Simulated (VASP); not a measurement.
Here is a VASP 6.6.1 calculation.

INCAR

```
SYSTEM = Ge
ALGO = Normal ; EDIFF = 1E-6
EDIFFG = -0.005 ; ENCUT = 600
GGA = PE ; IBRION = 2
ISIF = 3 ; ISMEAR = 0
IVDW = 12 ; LASPH = .TRUE.
LCHARG = .FALSE. ; LREAL = .FALSE.
LWAVE = .FALSE. ; NELM = 100
NSW = 100 ; PREC = Accurate
SIGMA = 0.1
```

KPOINTS

```
k-points
0
G
  14 14 14
  0 0 0
```

File POSCAR:

```
Ge
1.0
    0.0000000000      2.8287700000      2.8287700000
    2.8287700000      0.0000000000      2.8287700000
    2.8287700000      2.8287700000      0.0000000000
Ge
2
Direct
    0.5000000000      0.5000000000      0.5000000000
    0.7500000000      0.7500000000      0.7500000000
```

Potentials or basis: VASP PAW PBE potentials, release 64 (Ge_d).

The run is started by

```console
$ cat potpaw_PBE.64/Ge_d/POTCAR > POTCAR
$ mpirun -np 1 vasp_std > vasp.out
```

**Question.** Predict the relaxed volume.

**Answer.** 23.13 Å³/atom.

**Question.** What does it give for the space group after relaxing (to 0.05 Å)?

**Answer.** Fd-3m (No. 227).

**Question.** What does it give for the band gap on the k mesh?

**Answer.** Zero (filled and empty bands touch).

Final structure:
```xyz
2
Lattice="0.0000 2.8492 2.8492 2.8492 0.0000 2.8492 2.8492 2.8492 0.0000" Properties=species:S:1:pos:R:3 pbc="T T T"
Ge    2.8492    2.8492    2.8492
Ge    4.2738    4.2738    4.2738
```

Caveat: pairwise dispersion overbinds metals, which lowers pressure and volume. Zero-point motion and thermal expansion aren't in these numbers.
